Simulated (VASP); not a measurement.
Write the native input for VASP 6.6.1 that does the following.

```
Task                   : single point
Functional             : LDA
Potentials or basis    : VASP PAW LDA potentials, release 64 (Li_sv, In_d, Pt)
Cutoff                 : 750 eV
k mesh                 : 8 × 8 × 10
Occupations            : gaussian, width 0.025 eV
Spin                   : no spin polarisation
Dipole correction      : no
Further INCAR settings : ALGO = Normal; EDIFF = 1e-06; NBANDS = 20
```

The structure of LiInPt lies in POSCAR:

```
LiInPt
1.0
    4.4398300000      0.0000000000      0.0000000000
   -2.2199200000      3.8450100000      0.0000000000
    0.0000000000      0.0000000000      2.9206000000
Li In Pt
1 1 1
Direct
    0.0000000000      0.0000000000      0.0000000000
    0.3333333333      0.6666666667      0.5000000000
    0.6666666667      0.3333333333      0.0000000000
```

The input as run:

INCAR

```
PREC = Accurate
ENCUT = 750
EDIFF = 1E-6
ISMEAR = 0
SIGMA = 0.025
LREAL = False
LASPH = True
NELM = 120
ALGO = Normal
ISIF = 2
LWAVE = False
LCHARG = False
GGA = CA
NBANDS = 20
GGA_COMPAT = False
```

KPOINTS

```
Automatic mesh
0
Gamma
  8 8 10
```

Potentials or basis: VASP PAW LDA potentials, release 64 (Li_sv, In_d, Pt).

Run with:

```sh
$ cat potpaw_LDA.64/Li_sv/POTCAR potpaw_LDA.64/In_d/POTCAR potpaw_LDA.64/Pt/POTCAR > POTCAR
$ mpirun -np 1 vasp_std > vasp.out
```

Results of the run:

```json
{
  "Pressure": "-8.3 GPa",
  "Band gap on the k mesh": "zero (bands 13 and 14 overlap by 4.52 eV)"
}
```

Caveat: the cell stands under tension; spin-orbit coupling is left out, which moves the levels of the heavy elements.

Run time: 30 s on 1 thread of Intel(R) Xeon(R) 6975P-C (Granite Rapids) (shared host), peak memory 0.25 GiB.
